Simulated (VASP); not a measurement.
A run of VASP 6.6.1 is set up as follows.

INCAR

```
SYSTEM = Si4F
PREC = Accurate ; ENCUT = 520
EDIFF = 1E-6 ; ISMEAR = 0
SIGMA = 0.05 ; LREAL = .FALSE.
LASPH = .TRUE. ; NELM = 150
ALGO = Normal ; ISIF = 2
LWAVE = .FALSE. ; LCHARG = .FALSE.
ISPIN = 2 ; MAGMOM = 0 0 0 0 1
LORBIT = 11 ; LDIPOL = .TRUE.
IDIPOL = 3 ; DIPOL = 0.5 0.5 0.326
GGA = PE ; IVDW = 12
NBANDS = 24
```

KPOINTS

```
Automatic mesh
0
G
  9 9 1
  0 0 0
```

The input POSCAR:

```
Si4F
1.0
    3.8333442603      0.0000000000      0.0000000000
   -1.9166721302      3.3197735109      0.0000000000
    0.0000000000      0.0000000000     20.9083834853
Si F
4 1
Direct
    0.3333333333      0.6666666667      0.1913108205
    0.0000000000      0.0000000000      0.2287349533
    0.0000000000      0.0000000000      0.3468742271
    0.6666666667      0.3333333333      0.3782398334
    0.6666666667      0.3333333333      0.4834607846
```

Potentials or basis: VASP PAW PBE potentials, release 64 (Si, F).

Launch:

```console
$ cat potpaw_PBE.64/Si/POTCAR potpaw_PBE.64/F/POTCAR > POTCAR
$ mpirun -np 1 vasp_std > vasp.out
```

**Question.** What does it give for the site moments?

**Answer.** Si +0.23, +0.01, +0.06 (each value once); F +0.08 μB.

**Question.** What does it give for the band gap on the k mesh?

**Answer.** 0.14 eV.

**Question.** Estimate the dispersion energy per atom.

**Answer.** -0.200 eV.

Forces in eV/Å, atoms in the order of the input:
```
Si   0.000  0.000  0.457
Si   0.000  0.000  0.068
Si   0.000  0.000 -0.479
Si   0.000  0.000  4.079
F    0.000  0.000 -4.125
```
